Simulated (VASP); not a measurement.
# TiO2 in VASP: further runs

Runs on TiO2. Level: PBE. Tasks: electric field gradients.

Everything below comes from runs of VASP 6.6.1. Logs are shortened: lines on timing, memory, paths and dates and some standing lists are left out, and cuts for length are marked.

## (1) The cell of the first run

It takes space group C2/m (No. 12, monoclinic). Conventional cell: a = 6.433 Å, b = 6.562 Å, c = 2.959 Å, α = 90.00°, β = 91.63°, γ = 90.00°. Within 2.6 Å of Ti (site symmetry 2/m) lie 6 O at 1.95 to 1.97 Å. Ti (site symmetry 2/m) has 6 O at 1.91 to 2.01 Å within 2.5 Å. O (site symmetry m) has 3 Ti at 1.91 to 1.97 Å and 1 O at 2.50 Å within 2.5 Å. O (site symmetry 2) has 3 Ti at 1.95 to 2.01 Å and 1 O at 2.55 Å within 2.6 Å.

## (2) Electric field gradients, PBE (equal xy, yz and zx shear strains of -2 %)

INCAR reads:

```
SYSTEM = TiO2
ALGO = Normal
EDIFF = 1E-8
ENCUT = 520
GGA = PE
ISIF = 2
ISMEAR = -1
LASPH = .True.
LCHARG = .False.
LEFG = .True.
LREAL = .False.
LWAVE = .False.
NBANDS = 33
NELM = 80
PREC = Accurate
SIGMA = 0.05
```

KPOINTS reads:

```
k-points
0
Gamma
  7 7 10
  0 0 0
```

POSCAR reads:

```
TiO2
1.0
    4.5940000000     -0.0459400000     -0.0459400000
   -0.0459400000      4.5940000000     -0.0459400000
   -0.0295900000     -0.0295900000      2.9590000000
Ti O
2 4
Direct
    0.0000000000      0.0000000000      0.0000000000
    0.5000000000      0.5000000000      0.5000000000
    0.3060000000      0.3060000000      0.0000000000
    0.1940000000      0.8060000000      0.5000000000
    0.6940000000      0.6940000000      0.0000000000
    0.8060000000      0.1940000000      0.5000000000
```

Potentials or basis: VASP PAW PBE potentials, release 64 (Ti_sv, O).

On the command line:

```console
cat potpaw_PBE.64/Ti_sv/POTCAR potpaw_PBE.64/O/POTCAR > POTCAR
mpirun -np 1 vasp_std > vasp.out
```

OUTCAR:

```text
SYSTEM = TiO2
   EDIFF = 1E-8
   ENCUT = 520
   GGA = PE
   ISIF = 2
   ISMEAR = -1
   LASPH = .True.
   LREAL = .False.
   NELM = 80
   PREC = Accurate

 ion  position               nearest neighbor table
   1  0.000  0.000  0.000-   4 1.95   6 1.95   4 1.95   6 1.95   5 1.97   3 1.97
   2  0.500  0.500  0.500-   5 1.91   3 1.91   3 1.96   5 1.96   4 2.01   6 2.01
   3  0.306  0.306  0.000-   2 1.91   2 1.96   1 1.97
   4  0.194  0.806  0.500-   1 1.95   1 1.95   2 2.01
   5  0.694  0.694  0.000-   2 1.91   2 1.96   1 1.97
   6  0.806  0.194  0.500-   1 1.95   1 1.95   2 2.01

  LATTYP: Found a base centered monoclinic cell.
 ALAT       =     8.6164819714
 B/A-ratio  =     0.7615481699
 C/A-ratio  =     0.3434459557
 COS(beta)  =    -0.6656740966

  Lattice vectors:

 A1 = (  -4.5644100000,   0.0755300000,  -2.9130600000)
 A2 = (   0.0755300000,  -4.5644100000,  -2.9130600000)
 A3 = (  -0.0295900000,  -0.0295900000,   2.9590000000)

Analysis of symmetry for initial positions (statically):
=====================================================================
 Subroutine PRICEL returns:
 Original cell was already a primitive cell.

 Routine SETGRP: Setting up the symmetry group for a
 base centered monoclinic supercell.

 Subroutine GETGRP returns: Found  4 space group operations
 (whereof  4 operations were pure point group operations)
 out of a pool of  4 trial point group operations.

The static configuration has the point symmetry C_2h.

Analysis of symmetry for dynamics (positions and initial velocities):
=====================================================================
 Subroutine PRICEL returns:
 Original cell was already a primitive cell.

 Routine SETGRP: Setting up the symmetry group for a
 base centered monoclinic supercell.

 Subroutine GETGRP returns: Found  4 space group operations
 (whereof  4 operations were pure point group operations)
 out of a pool of  4 trial point group operations.

The dynamic configuration has the point symmetry C_2h.

 Subroutine INISYM returns: Found  4 space group operations
 (whereof  4 operations are pure point group operations),
 and found     1 'primitive' translations

----------------------------------------------------------------------------------------

                                     Primitive cell

  volume of cell :      62.4304

  direct lattice vectors                    reciprocal lattice vectors
     4.594000000 -0.045940000 -0.045940000     0.217719212  0.002199184  0.002199184
    -0.045940000  4.594000000 -0.045940000     0.002199184  0.217719212  0.002199184
    -0.029590000 -0.029590000  2.959000000     0.003414346  0.003414346  0.338020298

  length of vectors
     4.594459377  4.594459377  2.959295885     0.217741425  0.217741425  0.338054784

  position of ions in fractional coordinates (direct lattice)
     0.000000000  0.000000000  0.000000000
     0.500000000  0.500000000  0.500000000
     0.306000000  0.306000000  0.000000000
     0.194000000  0.806000000  0.500000000
     0.694000000  0.694000000  0.000000000
     0.806000000  0.194000000  0.500000000

  ion indices of the primitive-cell ions
   primitive index   ion index
                 1           1
                 2           2
                 3           3
                 4           4
                 5           5
                 6           6

----------------------------------------------------------------------------------------

 KPOINTS: k-points

Automatic generation of k-mesh.
[... 56 lines left out ...]
 SYSTEM =  TiO2
   PREC   = accura    normal or accurate (medium, high low for compatibility)
   ISTART =      0    job   : 0-new  1-cont  2-samecut
   ICHARG =      2    charge: 1-file 2-atom 10-const
   ISPIN  =      1    spin polarized calculation?
   LNONCOLLINEAR =      F non collinear calculations
   LSORBIT =      F    spin-orbit coupling
   LASPH  =      T    aspherical Exc in radial PAW
   ENCUT  =  520.0 eV  38.22 Ry    6.18 a.u.   8.54  8.54  5.50*2*pi/ulx,y,z
   NELM   =     80;   NELMIN=  2; NELMDL= -5     # of ELM steps
   EDIFF  = 0.1E-07   stopping-criterion for ELM
   LREAL  =      F    real-space projection
   EDIFFG = 0.1E-06   stopping-criterion for IOM
   NSW    =      0    number of steps for IOM
   IBRION =     -1    ionic relax: 0-MD 1-quasi-New 2-CG
   NFREE  =      0    steps in history (QN), initial steepest desc. (CG)
   ISIF   =      2    stress and relaxation
   ISYM   =      2    0-nonsym 1-usesym 2-fastsym
   POTIM  = 0.5000    time-step for ionic-motion
   TEBEG  =    0.0;   TEEND  =   0.0 temperature during run
   PSTRESS=    0.0 pullay stress
   NELECT =      48.0000    total number of electrons
   NUPDOWN=      -1.0000    fix difference up-down
   EMIN   =  10.00;   EMAX   =-10.00  energy-range for DOS
   EFERMI =   0.00;   METHOD = LEGACY
   ISMEAR =    -1;   SIGMA  =   0.05  broadening in eV -4-tet -1-fermi 0-gaus
   EFERMI_NEDOS =   21; number of points for ismear=-14 and -15
   IALGO  =     38    algorithm
   IMIX   =      4    mixing-type and parameters
     AMIX     =   0.40;   BMIX     =  1.00
     AMIX_MAG =   1.60;   BMIX_MAG =  1.00
  volume/ion in A,a.u.               =      10.41        70.22
  Fermi-wavevector in a.u.,A,eV,Ry     =   1.499765  2.834146 30.603532  2.249296
  Thomas-Fermi vector in A             =   2.611353
   LORBIT       =      0    0 simple, 1 ext, 2 COOP (PROOUT), +10 PAW based schemes
   GGA     = PE    functional components
   LHFCALC =     F    Hartree Fock is set to
   AEXX    =    0.0000 exact exchange contribution
   IVDW    =     0    specifies the selected vdW correction
   LEPSILON=     F    determine dielectric tensor
   LRPA    =     F    only Hartree local field effects (RPA)
 non-spin polarized calculation
  energy-cutoff  :      520.00
  volume of cell :       62.43
 maximum number of plane-waves:      1706
 NGX is ok and might be reduce to    36
   NGX = 17   NGY = 17   NGZ = 11

 number of electron      48.0000020 magnetization

 Free energy of the ion-electron system (eV)
  ---------------------------------------------------
  ext. energy  EPLUGINS =         0.00000000
  ---------------------------------------------------
  free energy    TOTEN  =       -53.59742570 eV

  energy without entropy =      -53.59742570  energy(sigma->0) =      -53.59742570

 E-fermi :   5.7627     XC(G=0): -11.4093

 val. band max:        4.8284347335   @ k =   0.0000   0.0000   0.0000
 cond. band min:       6.7386895553   @ k =   0.0000   0.0000   0.0000
 fundamental gap:      1.9102548218
 Fermi energy:         5.7627031687

 k-point     1 :       0.0000    0.0000    0.0000
  band No.  band energies     occupation
      1     -52.0879      2.00000
      2     -52.0123      2.00000
      3     -28.4132      2.00000
      4     -28.3367      2.00000
      5     -28.1982      2.00000
      6     -28.1980      2.00000
[... 853 lines left out ...]
     32      11.1533      0.00000
     33      11.2948      0.00000

 [... further k-points ...]

------------------------ aborting loop because EDIFF is reached ----------------------------------------

  FORCE on cell =-STRESS in cart. coord.  units (eV):
  Direction    XX          YY          ZZ          XY          YZ          ZX
  --------------------------------------------------------------------------------------
  -------------------------------------------------------------------------------------
  Total        2.5517295      2.5517295      2.3871661      1.8149412      1.1965190      1.1965195
  in kB       65.4861476     65.4861476     61.2628862     46.5776289     30.7067898     30.7068020
  external PRESSURE =      64.0783938 kB  Pullay stress =       0.0000000 kB

 VOLUME and BASIS-vectors are now :
 -----------------------------------------------------------------------------
  energy-cutoff  :      520.00
  volume of cell :       62.43
      direct lattice vectors                 reciprocal lattice vectors
     4.594000000 -0.045940000 -0.045940000     0.217719212  0.002199184  0.002199184
    -0.045940000  4.594000000 -0.045940000     0.002199184  0.217719212  0.002199184
    -0.029590000 -0.029590000  2.959000000     0.003414346  0.003414346  0.338020298

 POSITION                                       TOTAL-FORCE (eV/Angst)
 -----------------------------------------------------------------------------------
      0.00000      0.00000      0.00000        -0.000000     -0.000000      0.000000
      2.25924      2.25924      1.43356        -0.000000     -0.000000      0.000000
      1.39171      1.39171     -0.02812        -0.184370     -0.184370     -0.258092
      0.83941      3.67906      1.43356         0.198201     -0.198201     -0.000000
      3.15635      3.15635     -0.06376         0.184370      0.184370      0.258092
      3.67906      0.83941      1.43356        -0.198201      0.198201     -0.000000
 -----------------------------------------------------------------------------------
    total drift:                               -0.000000      0.000000      0.000000

  FREE ENERGIE OF THE ION-ELECTRON SYSTEM (eV)
  ---------------------------------------------------
  free  energy   TOTEN  =       -53.5974256989 eV

  energy  without entropy=      -53.5974256985  energy(sigma->0) =      -53.59742570

 Electric field gradients (V/A^2)
---------------------------------------------------------------------
 ion       V_xx      V_yy      V_zz      V_xy      V_xz      V_yz
---------------------------------------------------------------------
   1       9.015     9.015   -18.031    -0.031     3.949     3.949
   2      16.900    16.900   -33.800   -13.480   -17.518   -17.518
   3       0.659     0.659    -1.318    18.439    -4.757    -4.757
   4       1.302     1.302    -2.603   -23.899    -1.787    -1.787
   5       0.659     0.659    -1.318    18.439    -4.757    -4.757
   6       1.302     1.302    -2.603   -23.899    -1.787    -1.787
---------------------------------------------------------------------

 Electric field gradients after diagonalization (V/A^2)
 (convention: |V_zz| > |V_xx| > |V_yy|)
----------------------------------------------------------------------
 ion       V_xx      V_yy      V_zz     asymmetry (V_yy - V_xx)/ V_zz
----------------------------------------------------------------------
   1      10.093     9.046   -19.139       0.055
   2      30.380    15.795   -46.175       0.316
   3     -17.780    -3.335    21.115       0.684
   4     -22.912    -2.289    25.200       0.818
   5     -17.780    -3.335    21.115       0.684
   6     -22.912    -2.289    25.200       0.818
----------------------------------------------------------------------

           NMR quadrupolar parameters

 Cq : quadrupolar parameter    Cq=e*Q*V_zz/h
 eta: asymmetry parameters     (V_yy - V_xx)/ V_zz
 Q  : nuclear electric quadrupole moment in mb (millibarn)
----------------------------------------------------------------------
 ion       Cq(MHz)       eta       Q (mb)
----------------------------------------------------------------------
   1      -0.046       0.055       1.000
   2      -0.112       0.316       1.000
   3       0.051       0.684       1.000
   4       0.061       0.818       1.000
   5       0.051       0.684       1.000
   6       0.061       0.818       1.000
----------------------------------------------------------------------
```

Wall time 2.3 min (1 thread of Intel Xeon Platinum 8481C at 2.70GHz (Sapphire Rapids), shared host); peak memory 0.34 GiB.

Results:

- Free energy: -53.5974 eV
- Pressure: 6.4 GPa
- Largest force: 0.367 eV/Å
- Band gap on the k mesh: 1.91 eV
- Largest electric field gradient by atom: Ti -19.1, -46.2; O +21.1, +25.2 (each value once) V/Å²

Forces in eV/Å, atoms in the order of the input:
```
Ti   0.000  0.000  0.000
Ti   0.000  0.000  0.000
O   -0.184 -0.184 -0.258
O    0.198 -0.198  0.000
O    0.184  0.184  0.258
O   -0.198  0.198  0.000
```

Stress tensor (GPa, compression positive):
```
6.55 4.66 3.07
4.66 6.55 3.07
3.07 3.07 6.13
```

Electric field gradients, principal values (V/Å²):
```csv
atom,least,middle,greatest (by size)
1 Ti,9.046,10.093,-19.139
2 Ti,15.795,30.380,-46.175
3 O,-3.335,-17.780,21.115
4 O,-2.289,-22.912,25.200
5 O,-3.335,-17.780,21.115
6 O,-2.289,-22.912,25.200
```

Caveat: the cell differs from its parent crystal (equal xy, yz and zx shear strains of -2 %); the cell stands under pressure; without QUAD_EFG the Cq values of the log hold for a quadrupole moment of 1 mb, not for the nuclei; an odd mesh through Γ misses points on the zone boundary, where band edges can lie.

## (3) Electric field gradients, PBE (equal xy, yz and zx shear strains of -2 %)

INCAR reads:

```
PREC = Accurate ; ENCUT = 520
EDIFF = 1E-8 ; ISMEAR = -1
SIGMA = 0.05 ; LREAL = False
LASPH = True ; NELM = 60
ALGO = Normal ; ISIF = 2
LWAVE = False ; LCHARG = False
GGA = PE ; LEFG = True
NBANDS = 33
```

KPOINTS reads:

```
Automatic mesh
0
Gamma
  7 7 10
```

POSCAR is that of step 2.

Potentials or basis: VASP PAW PBE potentials, release 64 (Ti_sv, O).

On the command line:

```console
cat potpaw_PBE.64/Ti_sv/POTCAR potpaw_PBE.64/O/POTCAR > POTCAR
mpirun -np 1 vasp_std > vasp.out
```

OUTCAR:

```text
PREC = Accurate
   ENCUT = 520
   EDIFF = 1E-8
   ISMEAR = -1
   LREAL = False
   LASPH = True
   NELM = 60
   ISIF = 2
   GGA = PE

 ion  position               nearest neighbor table
   1  0.000  0.000  0.000-   4 1.95   6 1.95   4 1.95   6 1.95   5 1.97   3 1.97
   2  0.500  0.500  0.500-   5 1.91   3 1.91   3 1.96   5 1.96   4 2.01   6 2.01
   3  0.306  0.306  0.000-   2 1.91   2 1.96   1 1.97
   4  0.194  0.806  0.500-   1 1.95   1 1.95   2 2.01
   5  0.694  0.694  0.000-   2 1.91   2 1.96   1 1.97
   6  0.806  0.194  0.500-   1 1.95   1 1.95   2 2.01

  LATTYP: Found a base centered monoclinic cell.
 ALAT       =     8.6164819714
 B/A-ratio  =     0.7615481699
 C/A-ratio  =     0.3434459557
 COS(beta)  =    -0.6656740966

  Lattice vectors:

 A1 = (  -4.5644100000,   0.0755300000,  -2.9130600000)
 A2 = (   0.0755300000,  -4.5644100000,  -2.9130600000)
 A3 = (  -0.0295900000,  -0.0295900000,   2.9590000000)

Analysis of symmetry for initial positions (statically):
=====================================================================
 Subroutine PRICEL returns:
[... 1080 lines left out ...]
    total drift:                               -0.000000      0.000000      0.000000

  FREE ENERGIE OF THE ION-ELECTRON SYSTEM (eV)
  ---------------------------------------------------
  free  energy   TOTEN  =       -53.5974256989 eV

  energy  without entropy=      -53.5974256985  energy(sigma->0) =      -53.59742570

 Electric field gradients (V/A^2)
---------------------------------------------------------------------
 ion       V_xx      V_yy      V_zz      V_xy      V_xz      V_yz
---------------------------------------------------------------------
   1       9.015     9.015   -18.031    -0.031     3.949     3.949
   2      16.900    16.900   -33.800   -13.480   -17.518   -17.518
   3       0.659     0.659    -1.318    18.439    -4.757    -4.757
   4       1.302     1.302    -2.603   -23.899    -1.787    -1.787
   5       0.659     0.659    -1.318    18.439    -4.757    -4.757
   6       1.302     1.302    -2.603   -23.899    -1.787    -1.787
---------------------------------------------------------------------

 Electric field gradients after diagonalization (V/A^2)
 (convention: |V_zz| > |V_xx| > |V_yy|)
----------------------------------------------------------------------
 ion       V_xx      V_yy      V_zz     asymmetry (V_yy - V_xx)/ V_zz
----------------------------------------------------------------------
   1      10.093     9.046   -19.139       0.055
   2      30.380    15.795   -46.175       0.316
   3     -17.780    -3.335    21.115       0.684
   4     -22.912    -2.289    25.200       0.818
   5     -17.780    -3.335    21.115       0.684
   6     -22.912    -2.289    25.200       0.818
----------------------------------------------------------------------

           NMR quadrupolar parameters

 Cq : quadrupolar parameter    Cq=e*Q*V_zz/h
 eta: asymmetry parameters     (V_yy - V_xx)/ V_zz
 Q  : nuclear electric quadrupole moment in mb (millibarn)
----------------------------------------------------------------------
 ion       Cq(MHz)       eta       Q (mb)
----------------------------------------------------------------------
   1      -0.046       0.055       1.000
   2      -0.112       0.316       1.000
   3       0.051       0.684       1.000
   4       0.061       0.818       1.000
   5       0.051       0.684       1.000
   6       0.061       0.818       1.000
----------------------------------------------------------------------
```

Wall time 2.3 min (1 thread of Intel Xeon Platinum 8481C at 2.70GHz (Sapphire Rapids), shared host); peak memory 0.34 GiB.

Results:

```
Free energy                             : -53.5974 eV
Pressure                                : 6.4 GPa
Largest force                           : 0.367 eV/Å
Band gap on the k mesh                  : 1.91 eV
Largest electric field gradient by atom : Ti -19.1, -46.2; O +21.1, +25.2 (each value once) V/Å²
```

Forces in eV/Å, atoms in the order of the input:
```
Ti   0.000  0.000  0.000
Ti   0.000  0.000  0.000
O   -0.184 -0.184 -0.258
O    0.198 -0.198  0.000
O    0.184  0.184  0.258
O   -0.198  0.198  0.000
```

Stress tensor (GPa, compression positive):
```
6.55 4.66 3.07
4.66 6.55 3.07
3.07 3.07 6.13
```

Electric field gradients, principal values (V/Å²):
| atom | least | middle | greatest (by size) |
| --- | --- | --- | --- |
| 1 Ti | 9.046 | 10.093 | -19.139 |
| 2 Ti | 15.795 | 30.380 | -46.175 |
| 3 O | -3.335 | -17.780 | 21.115 |
| 4 O | -2.289 | -22.912 | 25.200 |
| 5 O | -3.335 | -17.780 | 21.115 |
| 6 O | -2.289 | -22.912 | 25.200 |

Caveat: the cell differs from its parent crystal (equal xy, yz and zx shear strains of -2 %); the cell stands under pressure; without QUAD_EFG the Cq values of the log hold for a quadrupole moment of 1 mb, not for the nuclei; an odd mesh through Γ misses points on the zone boundary, where band edges can lie.

(Continued in part 2 of 2.)
